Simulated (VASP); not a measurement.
Write the native input for VASP 6.6.1 that does the following.

```yaml
Task: single point
Functional: PBEsol
Potentials_or_basis: VASP PAW PBE potentials, release 64 (Ta_pv, C)
Cutoff: 520 eV
k_mesh: 18 × 18 × 10
Occupations: gaussian, width 0.15 eV
Spin: no spin polarisation
Dipole_correction: no
Further_INCAR_settings: ALGO = Normal; EDIFF = 1e-07; NBANDS = 20
```

The structure of Ta2C lies in POSCAR:

```
Ta2C
1.0
    3.5014041545      0.0000000000      0.0000000000
   -1.7507020773      3.0323049467      0.0000000000
    0.0000000000      0.0000000000      4.9210802832
Ta C
2 1
Direct
    0.3333333333      0.6666666667      0.2528761935
    0.6666666667      0.3333333333      0.7471238065
    0.0000000000      0.0000000000      0.0000000000
```

This cell differs from its parent crystal: strain +0.1312 x Voigt [1, 1, 0, 0, 0, 0].

The input as run:

INCAR

```
ALGO     = Normal         # electronic algorithm
EDIFF    = 1E-7           # SCF threshold, eV
ENCUT    = 520            # plane-wave cutoff, eV
GGA      = PS             # functional
ISIF     = 2              # what is computed and relaxed
ISMEAR   = 0              # smearing method
LASPH    = T              # aspherical terms in the spheres
LCHARG   = F              # write CHGCAR
LREAL    = F              # projectors in reciprocal space
LWAVE    = F              # write WAVECAR
NBANDS   = 20             # bands
NELM     = 80             # most SCF steps
PREC     = Accurate       # precision mode
SIGMA    = 0.15           # smearing width, eV
```

KPOINTS

```
k-points
0
Gamma
  18 18 10
```

Potentials or basis: VASP PAW PBE potentials, release 64 (Ta_pv, C).

Command:

```sh
$ cat potpaw_PBE.64/Ta_pv/POTCAR potpaw_PBE.64/C/POTCAR > POTCAR
$ mpirun -np 1 vasp_std > vasp.out
```

Results of the run:

* Pressure: -40.6 GPa
* Largest force: 1.282 eV/Å
* Band gap on the k mesh: zero (bands 13 and 14 overlap by 0.82 eV)

Caveat: the cell differs from its parent crystal (strain +0.1312 x Voigt [1, 1, 0, 0, 0, 0]); the stress differs along the axes, from -49 to -25 GPa; the PAW data sets were made with another functional, which shifts forces and pressure a little; spin-orbit coupling is left out, which moves the levels of the heavy elements.

It took 8.8 min on 1 thread of AMD EPYC 7R43 64-Core Processor (Zen 3), with other jobs on the host, peak memory 0.38 GiB.
